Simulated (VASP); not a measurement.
# FeRu (P-6m2) in VASP: single point with LDA

Aim: the single point of FeRu with LDA.

All numbers are computed with VASP 6.6.1; they aren't measurements. Logs are shortened: lines on timing, memory, paths and dates and some standing lists are left out, and cuts for length are marked.

## (1) The cell of the first run

It takes space group P-6m2 (No. 187, hexagonal). Conventional cell: a = 2.533 Å, b = 2.533 Å, c = 3.900 Å, α = 90.00°, β = 90.00°, γ = 120.00°. Fe (site symmetry -6m2) has 6 Ru at 2.44 Å and 6 Fe at 2.53 Å within 3.2 Å. Ru (site symmetry -6m2) has 6 Fe at 2.44 Å and 6 Ru at 2.53 Å within 3.2 Å.

## (2) Single point, LDA (10.83 Å³/atom)

INCAR reads:

```
PREC = Accurate ; ENCUT = 690
EDIFF = 1E-6 ; ISMEAR = -1
SIGMA = 0.05 ; LREAL = False
LASPH = True ; NELM = 120
ALGO = Normal ; ISIF = 2
LWAVE = False ; LCHARG = True
GGA = CA ; LELF = True
LVHAR = True ; NBANDS = 23
GGA_COMPAT = False
```

KPOINTS reads:

```
regular mesh
0
Gamma
  12 12 7
```

POSCAR reads:

```
FeRu
1.0
    2.5325542409      0.0000000000      0.0000000000
   -1.2662771204      2.1932563091      0.0000000000
    0.0000000000      0.0000000000      3.9004332941
Fe Ru
1 1
Direct
    0.0000000000      0.0000000000      0.5000000000
    0.6666666667      0.3333333333      0.0000000000
```

Potentials or basis: VASP PAW LDA potentials, release 64 (Fe_sv, Ru_sv).

The run is started by

```bash
$ cat potpaw_LDA.64/Fe_sv/POTCAR potpaw_LDA.64/Ru_sv/POTCAR > POTCAR
$ mpirun -np 1 vasp_std > vasp.out
```

OUTCAR:

```text
PREC = Accurate
   ENCUT = 690
   EDIFF = 1E-6
   ISMEAR = -1
   LREAL = False
   LASPH = True
   NELM = 120
   ISIF = 2
   GGA = CA

 ion  position               nearest neighbor table
   1  0.000  0.000  0.500-   2 2.44   2 2.44   2 2.44   2 2.44   2 2.44   2 2.44
   2  0.667  0.333  0.000-   1 2.44   1 2.44   1 2.44   1 2.44   1 2.44   1 2.44

  LATTYP: Found a hexagonal cell.
 ALAT       =     2.5325542409
 C/A-ratio  =     1.5401183639

  Lattice vectors:

 A1 = (   2.5325542409,   0.0000000000,   0.0000000000)
 A2 = (  -1.2662771204,   2.1932563091,   0.0000000000)
 A3 = (   0.0000000000,   0.0000000000,   3.9004332941)

Analysis of symmetry for initial positions (statically):
=====================================================================
 Subroutine PRICEL returns:
 Original cell was already a primitive cell.

 Routine SETGRP: Setting up the symmetry group for a
 hexagonal supercell.

 Subroutine GETGRP returns: Found 12 space group operations
 (whereof 12 operations were pure point group operations)
 out of a pool of 24 trial point group operations.

The static configuration has the point symmetry D_3h.

Analysis of symmetry for dynamics (positions and initial velocities):
=====================================================================
 Subroutine PRICEL returns:
 Original cell was already a primitive cell.

 Routine SETGRP: Setting up the symmetry group for a
 hexagonal supercell.

 Subroutine GETGRP returns: Found 12 space group operations
 (whereof 12 operations were pure point group operations)
 out of a pool of 24 trial point group operations.

The dynamic configuration has the point symmetry D_3h.

 Subroutine INISYM returns: Found 12 space group operations
 (whereof 12 operations are pure point group operations),
 and found     1 'primitive' translations

----------------------------------------------------------------------------------------

                                     Primitive cell

  volume of cell :      21.6651

  direct lattice vectors                    reciprocal lattice vectors
     2.532554241  0.000000000  0.000000000     0.394858275  0.227971532  0.000000000
    -1.266277120  2.193256309  0.000000000     0.000000000  0.455943063  0.000000000
[... 78 lines left out ...]
   ICHARG =      2    charge: 1-file 2-atom 10-const
   ISPIN  =      1    spin polarized calculation?
   LNONCOLLINEAR =      F non collinear calculations
   LSORBIT =      F    spin-orbit coupling
   LASPH  =      T    aspherical Exc in radial PAW
   ENCUT  =  690.0 eV  50.71 Ry    7.12 a.u.   5.42  5.42  8.35*2*pi/ulx,y,z
   NELM   =    120;   NELMIN=  2; NELMDL= -5     # of ELM steps
   EDIFF  = 0.1E-05   stopping-criterion for ELM
   LREAL  =      F    real-space projection
   EDIFFG = 0.1E-04   stopping-criterion for IOM
   NSW    =      0    number of steps for IOM
   IBRION =     -1    ionic relax: 0-MD 1-quasi-New 2-CG
   NFREE  =      0    steps in history (QN), initial steepest desc. (CG)
   ISIF   =      2    stress and relaxation
   ISYM   =      2    0-nonsym 1-usesym 2-fastsym
   POTIM  = 0.5000    time-step for ionic-motion
   TEBEG  =    0.0;   TEEND  =   0.0 temperature during run
   PSTRESS=    0.0 pullay stress
   NELECT =      32.0000    total number of electrons
   NUPDOWN=      -1.0000    fix difference up-down
   EMIN   =  10.00;   EMAX   =-10.00  energy-range for DOS
   EFERMI =   0.00;   METHOD = LEGACY
   ISMEAR =    -1;   SIGMA  =   0.05  broadening in eV -4-tet -1-fermi 0-gaus
   EFERMI_NEDOS =   21; number of points for ismear=-14 and -15
   IALGO  =     38    algorithm
   IMIX   =      4    mixing-type and parameters
     AMIX     =   0.40;   BMIX     =  1.00
     AMIX_MAG =   1.60;   BMIX_MAG =  1.00
  volume/ion in A,a.u.               =      10.83        73.10
  Fermi-wavevector in a.u.,A,eV,Ry     =   1.864395  3.523195 47.293403  3.475967
  Thomas-Fermi vector in A             =   2.911540
   LORBIT       =      0    0 simple, 1 ext, 2 COOP (PROOUT), +10 PAW based schemes
   GGA     = CA    functional components
   LHFCALC =     F    Hartree Fock is set to
   AEXX    =    0.0000 exact exchange contribution
   IVDW    =     0    specifies the selected vdW correction
   LEPSILON=     F    determine dielectric tensor
   LRPA    =     F    only Hartree local field effects (RPA)
 non-spin polarized calculation
  energy-cutoff  :      690.00
  volume of cell :       21.67
 maximum number of plane-waves:       917
 NGX is ok and might be reduce to    24
   NGX = 11   NGY = 11   NGZ = 17

 number of electron      32.0000007 magnetization

 Free energy of the ion-electron system (eV)
  ---------------------------------------------------
  ext. energy  EPLUGINS =         0.00000000
  ---------------------------------------------------
  free energy    TOTEN  =       -19.92721914 eV

  energy without entropy =      -19.91170343  energy(sigma->0) =      -19.91946129

 E-fermi :  16.2446     XC(G=0): -15.2342

 val. band max:       16.2162285334   @ k =   0.2500   0.0833   0.1429
 cond. band min:      16.2472878797   @ k =   0.1667   0.0833   0.2857
 fundamental gap:      0.0310593464
 Fermi energy:        16.2445989398

 k-point     1 :       0.0000    0.0000    0.0000
  band No.  band energies     occupation
      1     -69.9499      2.00000
      2     -56.6717      2.00000
      3     -36.6856      2.00000
      4     -36.3357      2.00000
      5     -36.3357      2.00000
      6     -26.8700      2.00000
[... 613 lines left out ...]
     22      29.5591      0.00000
     23      33.0134      0.00000

 [... further k-points ...]

------------------------ aborting loop because EDIFF is reached ----------------------------------------

  FORCE on cell =-STRESS in cart. coord.  units (eV):
  Direction    XX          YY          ZZ          XY          YZ          ZX
  --------------------------------------------------------------------------------------
  -------------------------------------------------------------------------------------
  Total        3.0990623      3.0990623      3.4193531      0.0000000     -0.0000000     -0.0000000
  in kB      229.1816754    229.1816755    252.8678000      0.0000000     -0.0000000     -0.0000000
  external PRESSURE =     237.0770503 kB  Pullay stress =       0.0000000 kB

 VOLUME and BASIS-vectors are now :
 -----------------------------------------------------------------------------
  energy-cutoff  :      690.00
  volume of cell :       21.67
      direct lattice vectors                 reciprocal lattice vectors
     2.532554241  0.000000000  0.000000000     0.394858275  0.227971532  0.000000000
    -1.266277120  2.193256309  0.000000000     0.000000000  0.455943063  0.000000000
     0.000000000  0.000000000  3.900433294     0.000000000  0.000000000  0.256381772

 POSITION                                       TOTAL-FORCE (eV/Angst)
 -----------------------------------------------------------------------------------
      0.00000      0.00000      1.95022        -0.000000      0.000000      0.000000
      1.26628      0.73109      0.00000         0.000000     -0.000000      0.000000
 -----------------------------------------------------------------------------------
    total drift:                               -0.000000      0.000000      0.000000

  FREE ENERGIE OF THE ION-ELECTRON SYSTEM (eV)
  ---------------------------------------------------
  free  energy   TOTEN  =       -19.9272191410 eV

  energy  without entropy=      -19.9117034348  energy(sigma->0) =      -19.91946129
```

OSZICAR:

```text
N       E                     dE             d eps       ncg     rms          rms(c)
DAV:   1     0.624672896330E+03    0.62467E+03   -0.23377E+04  3512   0.249E+03
DAV:   2     0.114507245399E+02   -0.61322E+03   -0.58949E+03  3587   0.760E+02
DAV:   3    -0.215826707871E+02   -0.33033E+02   -0.31444E+02  4324   0.201E+02
DAV:   4    -0.223362466143E+02   -0.75358E+00   -0.75220E+00  3805   0.355E+01
DAV:   5    -0.223657966185E+02   -0.29550E-01   -0.29547E-01  4665   0.727E+00    0.290E+01
DAV:   6    -0.301191731562E+02   -0.77534E+01   -0.30298E+01  4463   0.106E+02    0.432E+01
DAV:   7    -0.200378648329E+02    0.10081E+02   -0.15859E+01  4749   0.832E+01    0.653E+00
DAV:   8    -0.199389202578E+02    0.98945E-01   -0.67833E-01  3925   0.785E+00    0.244E+00
DAV:   9    -0.199338890907E+02    0.50312E-02   -0.26820E-02  4669   0.199E+00    0.156E+00
DAV:  10    -0.199274549665E+02    0.64341E-02   -0.12347E-02  4830   0.171E+00    0.672E-01
DAV:  11    -0.199272387019E+02    0.21626E-03   -0.71312E-04  4867   0.438E-01    0.293E-01
DAV:  12    -0.199272295347E+02    0.91672E-05   -0.25907E-05  4612   0.549E-02    0.135E-01
DAV:  13    -0.199272193796E+02    0.10155E-04   -0.12289E-05  4503   0.500E-02    0.301E-02
DAV:  14    -0.199272191410E+02    0.23856E-06   -0.10095E-06  2233   0.109E-02
   1 F= -.19927219E+02 E0= -.19919461E+02  d E =-.155157E-01
```

It took 25 s on 1 thread of Intel Xeon Platinum 8488C (Sapphire Rapids), shared host; peak memory 0.18 GiB.

Results:

```
Free energy            : -19.9272 eV
Pressure               : 23.7 GPa
Band gap on the k mesh : zero (bands 16 and 17 overlap by 2.29 eV)
```

Stress tensor (GPa, compression positive):
```
22.92  0.00  0.00
 0.00 22.92  0.00
 0.00  0.00 25.29
```

Caveat: the cell stands under pressure; the run has no spin polarisation, though such a crystal can be magnetic.

The gap in the log of VASP goes by the Fermi energy; the results here count the filled bands.